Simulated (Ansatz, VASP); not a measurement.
**SrO in VASP and in Ansatz**

Contents of INCAR:

```
PREC = Accurate
ENCUT = 600
EDIFF = 1E-6
ISMEAR = 0
SIGMA = 0.05
LREAL = False
LASPH = True
NELM = 120
ALGO = Normal
ISIF = 2
LWAVE = False
LCHARG = False
GGA = PE
NBANDS = 24
GGA_COMPAT = False
```

KPOINTS

```
Automatic mesh
0
Gamma
  9 9 6
```

File POSCAR:

```
SrO
1.0
    4.5134694670      0.0000000000      0.0000000000
   -2.2567347335      3.9087792176      0.0000000000
    0.0000000000      0.0000000000      4.6262036132
Sr O
2 2
Direct
    0.3333333333      0.6666666667      0.9381277000
    0.6666666667      0.3333333333      0.4381277000
    0.3333333333      0.6666666667      0.4368723000
    0.6666666667      0.3333333333      0.9368723000
```

Input for Ansatz:

```yaml
crystal:
  lattice:
    - [4.513469467, 0.0, 0.0]
    - [-2.2567347335, 3.9087792176, 0.0]
    - [0.0, 0.0, 4.6262036132]
  atoms:
    - { symbol: Sr, position: [0.3333333333, 0.6666666667, 0.9381277] }
    - { symbol: Sr, position: [0.6666666667, 0.3333333333, 0.4381277] }
    - { symbol: O, position: [0.3333333333, 0.6666666667, 0.4368723] }
    - { symbol: O, position: [0.6666666667, 0.3333333333, 0.9368723] }
basis:
  ecutwfc: 420
kpoints:
  mp_grid: { grid: [9, 9, 6] }
hamiltonian:
  xc: pbe
scf:
  occupations: { method: gaussian, width: 0.05 }
output:
  forces: true
  stress: true
  eigenvalues: true
```

Alike in both runs: task single point; functional PBE; k mesh 9 × 9 × 6; occupations gaussian, width 0.05 eV; no spin polarisation.

|  | VASP | Ansatz |
| --- | --- | --- |
| version | VASP 6.6.1 | Ansatz 0.2.0 |
| potentials or method | VASP PAW PBE potentials, release 64 (Sr_sv, O), cutoff 600 eV | scalar-relativistic, plane waves, PAW |
| valence electrons in the cell | 32 | 32 |

VASP gave:

| Quantity | Value |
| --- | --- |
| gap on the k mesh at the Fermi level (eV) | 1.72 |
| least direct gap on the mesh (eV) | 1.72 |
| pressure (GPa) | 7.2 |
| traceless stress, the component that is largest in VASP (GPa) | 17.90 |
| rms of the force components (eV/Å) | 0.038 |

Question: Estimate Ansatz's values.

Answer: gap on the k mesh at the Fermi level (eV): 1.77; least direct gap on the mesh (eV): 1.77; pressure (GPa): 6.6; traceless stress, the component that is largest in VASP (GPa): 16.93; rms of the force components (eV/Å): 0.036.

Atom by atom the forces differ by 0.002 eV/Å (rms over components).
